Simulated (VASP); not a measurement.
Runs of VASP 6.6.1 on Cs2AgBiBr6. The structure is that of space group Fm-3m (No. 225), or close to it. The cells are those of the table. 

```tsv
level	potentials or basis	U	cell	gap on the mesh (eV)	pressure (GPa)	largest force (eV/Å)
LDA	VASP PAW LDA potentials, release 64 (Bi_d, Cs_sv, Ag, Br)	-	a = 7.942 Å, angles 60.0°, 10 atoms	1.11	-1.4	0.34
PBEsol	VASP PAW PBE potentials, release 64 (Bi_d, Cs_sv, Ag, Br)	-	a = 7.911 Å, angles 60.0°, 10 atoms	1.10	0.0	0.01
LDA+U	VASP PAW LDA potentials, release 64 (Bi_d, Cs_sv, Ag, Br)	Ag d U = 6.0 eV	a = 7.942 Å, angles 60.0°, 10 atoms	1.56	-1.5	0.31
LDA+U	VASP PAW LDA potentials, release 64 (Bi_d, Cs_sv, Ag, Br)	Ag d U = 5.0 eV	a = 7.942 Å, angles 60.0°, 10 atoms	(a)	-1.5	0.31
PBEsol+U	VASP PAW PBE potentials, release 64 (Bi_d, Cs_sv, Ag, Br)	Ag d U = 8.0 eV	a = 7.942 Å, angles 60.0°, 10 atoms	(b)	-0.1	(c)
```

Alike in all rows: task single point; no spin polarisation; k mesh 4 × 4 × 4; cutoff (eV) 520; smearing fermi-dirac 0.05 eV.

Question: Fill in the values left out.

Answer: (a) 1.50; (b) 1.75; (c) 0.27.

Caveats: spin-orbit coupling is left out, which moves the levels of the heavy elements; the PAW data sets were made with another functional, which shifts forces and pressure a little (some runs).

A k mesh can miss the band edges, and the runs leave out spin-orbit coupling on Ag, Bi, Br, Cs.
